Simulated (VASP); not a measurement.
Wanted: the native input for a VASP 6.6.1 run.

```yaml
Task: single point
Functional: PBE
Potentials_or_basis: VASP PAW PBE potentials, release 64 (Li_sv, F)
Cutoff: 520 eV
k_mesh: 9 × 9 × 6
Occupations: gaussian, width 0.05 eV
Spin: no spin polarisation
Dipole_correction: no
Further_INCAR_settings: ALGO = Normal; EDIFF = 1e-07; NBANDS = 18
```

The structure of LiF lies in POSCAR:

```
LiF
1.0
    3.0330703577      0.0000000000      0.0000000000
   -1.5165351788      2.6267159812      0.0000000000
    0.0000000000      0.0000000000      5.2065685760
Li F
2 2
Direct
    0.3333333333      0.6666666667      0.3810713234
    0.6666666667      0.3333333333      0.8810713234
    0.3333333333      0.6666666667      0.9939266766
    0.6666666667      0.3333333333      0.4939266766
```

This cell differs from its parent crystal: volume 10.370 Å^3 an atom, c/a of the conventional cell 1.7166.

One way to write it, as run:

INCAR

```
PREC = Accurate
ENCUT = 520
EDIFF = 1E-7
ISMEAR = 0
SIGMA = 0.05
LREAL = False
LASPH = True
NELM = 80
ALGO = Normal
ISIF = 2
LWAVE = False
LCHARG = True
GGA = PE
LELF = True
LVHAR = True
NBANDS = 18
```

KPOINTS

```
regular mesh
0
Gamma
  9 9 6
```

Potentials or basis: VASP PAW PBE potentials, release 64 (Li_sv, F).

The run is started by

```console
$ cat potpaw_PBE.64/Li_sv/POTCAR potpaw_PBE.64/F/POTCAR > POTCAR
$ mpirun -np 1 vasp_std > vasp.out
```

Results of the run:

The largest force is 0.211 eV/Å and the band gap on the k mesh is 7.65 eV, direct.

Run time: 14 s on 1 thread of Intel(R) Xeon(R) 6975P-C (Granite Rapids) (shared host), peak memory 0.16 GiB.
